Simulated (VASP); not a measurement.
Here is a VASP 6.6.1 calculation.

The input POSCAR:

```
MgO
1.0
    2.1442449725      2.1442449725      0.0000000000
   -2.1442449725      2.1442449725      0.0000000000
    0.0000000000      0.0000000000      4.1558582552
Mg O
2 2
Direct
    0.0000000000      0.0000000000      0.0000000000
    0.5000000000      0.5000000000      0.5000000000
    0.5000000000      0.5000000000      0.0000000000
    0.0000000000      0.0000000000      0.5000000000
```

INCAR.step1

```
SYSTEM = MgO
PREC     = Accurate       ! precision mode
ENCUT    = 520            ! plane-wave cutoff, eV
ISMEAR   = 0              ! smearing method
SIGMA    = 0.02           ! smearing width, eV
LREAL    = .False.        ! projectors in reciprocal space
LASPH    = .True.         ! aspherical terms in the spheres
NELM     = 100            ! most SCF steps
NBANDS   = 16             ! bands
GGA      = PE             ! functional
ALGO     = Normal         ! electronic algorithm
EDIFF    = 1E-4           ! SCF threshold, eV
LWAVE    = .True.         ! write WAVECAR
LCHARG   = .False.        ! write CHGCAR
```

File INCAR.step2:

```
SYSTEM = MgO
PREC     = Accurate       ! precision mode
ENCUT    = 520            ! plane-wave cutoff, eV
EDIFF    = 1E-6           ! SCF threshold, eV
ISMEAR   = 0              ! smearing method
SIGMA    = 0.02           ! smearing width, eV
LREAL    = .False.        ! projectors in reciprocal space
LASPH    = .True.         ! aspherical terms in the spheres
NELM     = 100            ! most SCF steps
ALGO     = Normal         ! electronic algorithm
ISIF     = 2              ! what is computed and relaxed
LWAVE    = .False.        ! write WAVECAR
LCHARG   = .True.         ! write CHGCAR
METAGGA  = R2SCAN         ! meta-GGA
LMIXTAU  = .True.       
LELF     = .True.         ! ELF
LVHAR    = .True.       
NBANDS   = 16             ! bands
ISTART   = 1
```

Contents of KPOINTS:

```
Automatic mesh
0
Gamma
  8 8 6
  0 0 0
```

Potentials or basis: VASP PAW PBE potentials, release 64 (Mg, O).

The run is started by

```console
$ cat potpaw_PBE.64/Mg/POTCAR potpaw_PBE.64/O/POTCAR > POTCAR
$ cp INCAR.step1 INCAR
$ mpirun -np 1 vasp_std > vasp.out
$ cp INCAR.step2 INCAR
$ mpirun -np 1 vasp_std > vasp.out
```

(1) Predict the band gap on the k mesh.

(2) Estimate the pressure.

Answers

(1) 5.35 eV.

(2) -5.2 GPa.

Caveat: the cell differs from its parent crystal (biaxial strain in the a-b plane: +2.0 %, then relaxed in part); the PAW data sets were made with another functional, which shifts forces and pressure a little.
